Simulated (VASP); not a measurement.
A run of VASP 6.6.1:

The input POSCAR:

```
Bi
1.0
    1.7467880023      3.0255255700      0.0000000000
   -1.7467880023      3.0255255700      0.0000000000
    0.0000000000      0.0000000000     11.8201822917
Bi
4
Direct
    0.0000000000      0.0000000000      0.0000000000
    0.0000000000      0.0000000000      0.5000000000
    0.3333333333      0.3333333333      0.7500000000
    0.6666666667      0.6666666667      0.2500000000
```

The input INCAR.step1:

```
PREC = Accurate
ENCUT = 520
ISMEAR = -1
SIGMA = 0.1
LREAL = F
LASPH = T
NELM = 80
NBANDS = 38
GGA = PE
ALGO = Normal
EDIFF = 1E-4
LWAVE = T
LCHARG = F
```

The input INCAR.step2:

```
PREC = Accurate
ENCUT = 520
EDIFF = 1E-6
ISMEAR = -1
SIGMA = 0.1
LREAL = F
LASPH = T
NELM = 80
ALGO = Normal
ISIF = 2
LWAVE = F
LCHARG = F
METAGGA = R2SCAN
LMIXTAU = T
NBANDS = 38
ISTART = 1
```

KPOINTS

```
regular mesh
0
Gamma
  11 11 3
```

Potentials or basis: VASP PAW PBE potentials, release 64 (Bi_d).

Command:

```sh
$ cat potpaw_PBE.64/Bi_d/POTCAR > POTCAR
$ cp INCAR.step1 INCAR
$ mpirun -np 1 vasp_std > vasp.out
$ cp INCAR.step2 INCAR
$ mpirun -np 1 vasp_std > vasp.out
```

Hardware: 1 thread of Intel(R) Xeon(R) Platinum 8488C (Sapphire Rapids), on a shared host.

Task: How long does it take, and how much memory?

Result: It took 4.9 min on 1 thread of Intel(R) Xeon(R) Platinum 8488C (Sapphire Rapids), on a shared host, peak memory 0.33 GiB. Counts: k points 32.
